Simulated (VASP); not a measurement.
Input of a VASP 6.6.1 run:

INCAR

```
ALGO = Normal
EDIFF = 1E-7
EDIFFG = -0.002
ENCUT = 500
GGA = PS
GGA_COMPAT = F
IBRION = 2
ISIF = 3
ISMEAR = -1
LASPH = T
LCHARG = F
LREAL = F
LWAVE = F
NELM = 120
NELMIN = 4
NSW = 100
PREC = Accurate
SIGMA = 0.1
```

File KPOINTS:

```
k-points
0
Gamma
  8 8 4
```

Contents of POSCAR:

```
AgI
1.0
    4.5900000000      0.0000000000      0.0000000000
   -2.2950000000      3.9750566034      0.0000000000
    0.0000000000      0.0000000000      7.5200000000
Ag I
2 2
Direct
    0.6666666667      0.3333333333      0.6300000000
    0.3333333333      0.6666666667      0.1300000000
    0.6666666667      0.3333333333      0.0000000000
    0.3333333333      0.6666666667      0.5000000000
```

Potentials or basis: VASP PAW PBE potentials, release 64 (Ag, I).

The run is started by

```sh
$ cat potpaw_PBE.64/Ag/POTCAR potpaw_PBE.64/I/POTCAR > POTCAR
$ mpirun -np 1 vasp_std > vasp.out
```

Task: What does it give for the relaxed cell?

Result: a = 4.558 Å, b = 4.558 Å, c = 7.450 Å, α = 90.00°, β = 90.00°, γ = 120.00°.

Task: What does it give for the relaxed volume?

Result: 33.51 Å³/atom.

Task: Predict the band gap on the k mesh.

Result: 1.23 eV.

Final structure:
```
Ag I
1.0
     4.55775    0.00000    0.00000
    -2.27888    3.94713    0.00000
     0.00000    0.00000    7.45041
Ag I
2 2
Direct
  0.66667 0.33333 0.62751
  0.33333 0.66667 0.12751
  0.66667 0.33333 0.00249
  0.33333 0.66667 0.50249
```

Caveat: the PAW data sets were made with another functional, which shifts forces and pressure a little; spin-orbit coupling is left out, which moves the levels of the heavy elements.
